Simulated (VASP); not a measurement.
Here is a VASP 6.6.1 calculation.

POSCAR

```
AlN
1.0
    3.2309319518      0.0000000000      0.0000000000
   -1.6154659759      2.7980691482      0.0000000000
    0.0000000000      0.0000000000      4.5801324555
Al N
2 2
Direct
    0.3333333333      0.6666666667      0.0016929024
    0.6666666667      0.3333333333      0.5016929024
    0.3333333333      0.6666666667      0.3833070976
    0.6666666667      0.3333333333      0.8833070976
```

File INCAR.step1:

```
SYSTEM = AlN
PREC = Accurate
ENCUT = 520
ISMEAR = 0
SIGMA = 0.05
LREAL = .FALSE.
LASPH = .TRUE.
NELM = 60
NBANDS = 16
GGA = PE
ALGO = Normal
EDIFF = 1E-4
LWAVE = .TRUE.
LCHARG = .FALSE.
```

Contents of INCAR.step2:

```
SYSTEM = AlN
PREC = Accurate
ENCUT = 520
EDIFF = 1E-7
ISMEAR = 0
SIGMA = 0.05
LREAL = .FALSE.
LASPH = .TRUE.
NELM = 60
ALGO = Normal
ISIF = 2
LWAVE = .FALSE.
LCHARG = .FALSE.
METAGGA = R2SCAN
LMIXTAU = .TRUE.
NBANDS = 16
ISTART = 1
```

Contents of KPOINTS:

```
Automatic mesh
0
G
  12 12 6
  0 0 0
```

Potentials or basis: VASP PAW PBE potentials, release 64 (Al, N).

Command:

```sh
$ cat potpaw_PBE.64/Al/POTCAR potpaw_PBE.64/N/POTCAR > POTCAR
$ cp INCAR.step1 INCAR
$ mpirun -np 1 vasp_std > vasp.out
$ cp INCAR.step2 INCAR
$ mpirun -np 1 vasp_std > vasp.out
```

Problem. Estimate the band gap on the k mesh.

Solution. 4.59 eV, direct.

Problem. Predict the pressure.

Solution. 3.8 GPa.

Problem. Estimate the largest force.

Solution. 2.426 eV/Å.

Stress tensor (GPa, compression positive):
```
-14.87   0.00   0.00
  0.00 -14.87   0.00
  0.00   0.00  41.05
```

Caveat: the cell differs from its parent crystal (strain +0.040 along x and y, -0.080 along z); the PAW data sets were made with another functional, which shifts forces and pressure a little. A k mesh can miss the band edges.
